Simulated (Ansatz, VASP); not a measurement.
# Two plane-wave programs on As

INCAR

```
SYSTEM = As
ALGO = Normal ; EDIFF = 1E-6
ENCUT = 510 ; GGA = CA
GGA_COMPAT = .FALSE. ; ISIF = 2
ISMEAR = -1 ; LASPH = .TRUE.
LCHARG = .FALSE. ; LREAL = .FALSE.
LWAVE = .FALSE. ; NBANDS = 14
NELM = 120 ; PREC = Accurate
SIGMA = 0.05
```

KPOINTS

```
k-points
0
G
  10 10 10
  0 0 0
```

File POSCAR:

```
As
1.0
    2.7215874433      0.0000000000      0.0000000000
    0.0000000000      2.7215874433      0.0000000000
    0.0000000000      0.0000000000      2.7215874433
As
1
Direct
    0.5000000000      0.5000000000      0.5000000000
```

input.yaml

```yaml
crystal:
  lattice:
    - [2.7215874433, 0.0, 0.0]
    - [0.0, 2.7215874433, 0.0]
    - [0.0, 0.0, 2.7215874433]
  atoms:
    - { symbol: As, position: [0.5, 0.5, 0.5] }
hamiltonian:
  xc: lda
  pseudopotentials: { kind: paw }
kpoints:
  mp_grid: { grid: [10, 10, 10] }
scf:
  occupations: { method: fermi_dirac, width: 0.05 }
output:
  forces: true
  stress: true
  eigenvalues: true
  write_density: true
  write_potential: true
  elf: true
  volumetric_format: npy
```

Alike in both runs: task single point; functional LDA; k mesh 10 × 10 × 10; occupations fermi-dirac, width 0.05 eV; no spin polarisation.

|  | VASP | Ansatz |
| --- | --- | --- |
| version | VASP 6.6.1 | Ansatz 0.2.0 |
| potentials or method | VASP PAW LDA potentials, release 64 (As_d) | Ansatz PAW |
| plane-wave cutoff (eV) | 510 | 420 |
| valence electrons in the cell | 15 | 15 |

```tsv
	VASP	Ansatz	Ansatz less VASP
gap on the k mesh at the Fermi level (eV)	none	none	-
pressure (GPa)	-4.4	-4.7	-0.36
```

LDA's correlation is that of Perdew and Zunger in VASP and of Perdew and Wang (1992) in Ansatz. A gap of «none» marks a metal or a gap that the smearing closes.
